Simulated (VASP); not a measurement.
## Ga2P: single point with PBE

Ga2P:

```
Ga P
1.0
     5.13131    0.00000    0.00000
     0.00000    6.25050    0.00000
     0.00000    0.00000    3.74425
Ga P
4 2
Direct
  0.19873 0.37756 0.00000
  0.80127 0.62244 0.00000
  0.69873 0.12244 0.50000
  0.30127 0.87756 0.50000
  0.00000 0.00000 0.00000
  0.50000 0.50000 0.50000
```

* Program: VASP 6.6.1
* Task: single point
* Functional: PBE
* Potentials or basis: VASP PAW PBE potentials, release 64 (Ga_d, P)
* Cutoff: 520 eV
* k mesh: 4 × 4 × 6
* Occupations: gaussian, width 0.1 eV
* Spin: no spin polarisation
* Dipole correction: no
* Further INCAR settings: ALGO = Normal; EDIFF = 1e-07; NBANDS = 40

```yaml
Pressure: 0.3 GPa
Largest_force: 0.017 eV/Å
Band_gap_on_the_k_mesh: zero (band 31 reaches 6.71 eV, above the bottom of band 32 at 4.22 eV)
```

Forces in eV/Å, atoms in the order of the input:
```
Ga   0.014  0.010  0.000
Ga  -0.014 -0.010  0.000
Ga   0.014 -0.010  0.000
Ga  -0.014  0.010  0.000
P    0.000  0.000  0.000
P    0.000  0.000  0.000
```

Stress tensor (GPa, compression positive):
```
0.43 0.00 0.00
0.00 0.45 0.00
0.00 0.00 0.13
```

Levels at points of the mesh, in eV from the Fermi level:
```
           k point  band 27  band 28  band 29  band 30  band 31  band 32  band 33  band 34  band 35  band 36
(0.00, 0.00, 0.00)    -3.61    -3.01    -2.71    -1.29    -1.14     2.00     2.32     3.28     3.51     4.03
(0.50, 0.00, 0.00)    -1.88    -1.88    -1.00    -1.00     0.65     0.65     2.56     2.56     2.78     2.78
(0.00, 0.50, 0.00)    -2.45    -2.45    -2.10    -2.10     0.93     0.93     1.17     1.17     3.74     3.74
(0.50, 0.50, 0.00)    -2.04    -2.04    -1.80    -1.80    -0.19    -0.19     1.15     1.15     2.21     2.21
(0.00, 0.00, 0.50)    -3.52    -3.52    -2.46    -2.46    -0.92    -0.92     0.84     0.84     1.87     1.87
(0.50, 0.00, 0.50)    -4.34    -4.34    -3.76    -3.76    -0.90    -0.90     3.48     3.48     4.26     4.26
(0.00, 0.50, 0.50)    -3.37    -3.37    -3.01    -3.01    -0.91    -0.91    -0.34    -0.34     1.85     1.85
(0.50, 0.50, 0.50)    -4.68    -4.68    -1.59    -1.59     0.26     0.26     1.32     1.32     2.87     2.87
```

It took 97 s on 1 thread of Intel(R) Xeon(R) 6975P-C (Granite Rapids), with other jobs on the host, peak memory 0.29 GiB.
